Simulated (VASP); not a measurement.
Write the native input for VASP 6.6.1 that does the following.

* Task: single point
* Functional: LDA
* Potentials or basis: VASP PAW LDA potentials, release 64 (Fe, O)
* Cutoff: 520 eV
* k mesh: 9 × 9 × 9
* Occupations: fermi-dirac, width 0.05 eV
* Spin: collinear spin, ferromagnetic start
* Starting moments: [3.0, 0.0] μB
* Dipole correction: no
* Further INCAR settings: ALGO = Normal; EDIFF = 1e-06; NBANDS = 18

The structure of FeO (Wuestite) lies in POSCAR:

```
FeO
1.0
    1.4878158575      0.8589908858      2.4681429078
   -1.4878158575      0.8589908858      2.4681429078
    0.0000000000     -1.7179817717      2.4681429078
Fe O
1 1
Direct
    0.0000000000      0.0000000000      0.0000000000
    0.5000000000      0.5000000000      0.5000000000
```

These files were run (other wordings do the same):

INCAR

```
PREC = Accurate
ENCUT = 520
EDIFF = 1E-6
ISMEAR = -1
SIGMA = 0.05
LREAL = False
LASPH = True
NELM = 150
ALGO = Normal
ISIF = 2
LWAVE = False
LCHARG = False
ISPIN = 2
MAGMOM = 3 0
LORBIT = 11
LMAXMIX = 4
NBANDS = 18
```

KPOINTS

```
regular mesh
0
Gamma
  9 9 9
```

Potentials or basis: VASP PAW LDA potentials, release 64 (Fe, O).

Launch:

```console
$ cat potpaw_LDA.64/Fe/POTCAR potpaw_LDA.64/O/POTCAR > POTCAR
$ mpirun -np 1 vasp_std > vasp.out
```

Results of the run:

```json
{
  "Pressure": "-7.4 GPa",
  "Net moment": "3.84 μB per cell",
  "Site moments": "Fe +3.46; O +0.29 μB",
  "Valence electrons inside the program's atomic spheres": "Fe 6.88; O 4.98"
}
```

Caveat: a cell with one magnetic atom can't hold antiferromagnetic order, which such compounds often take.

It took 32 s on 1 thread of Intel(R) Xeon(R) Platinum 8488C (Sapphire Rapids), on a shared host, peak memory 0.16 GiB.
